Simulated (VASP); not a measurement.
Pd:

```
Pd
1.0
     0.00000    1.94650    1.94650
     1.94650    0.00000    1.94650
     1.94650    1.94650    0.00000
Pd
1
Direct
  0.00000 0.00000 0.00000
```

Base run:

| Item | Value |
| --- | --- |
| Program | VASP 6.6.1 |
| Functional | r2SCAN |
| Potentials or basis | VASP PAW PBE potentials, release 64 (Pd) |
| Cutoff | 520 eV |
| k mesh | 12 × 12 × 12 |
| Occupations | fermi-dirac, width 0.05 eV |
| Spin | non-collinear spin, zero start, spin-orbit coupling |
| Starting moments | [[0.0, 0.0, 0.0]] μB |

Its results: pressure 2.9 GPa; net moment 0.00 μB per cell.

**Question.** The run is repeated on the same cell with these changes: functional from r2SCAN to PBE; further incar settings from ALGO = Normal; EDIFF = 1e-06; NBANDS = 21 to ALGO = Fast; EDIFF = 1e-06; NBANDS = 21. What comes out?

**Answer.** Pressure 6.7 GPa; net moment 0.00 μB per cell.

Caveats: the PAW data sets were made with another functional, which shifts forces and pressure a little (at least some runs); the cell stands under pressure (at least some runs).
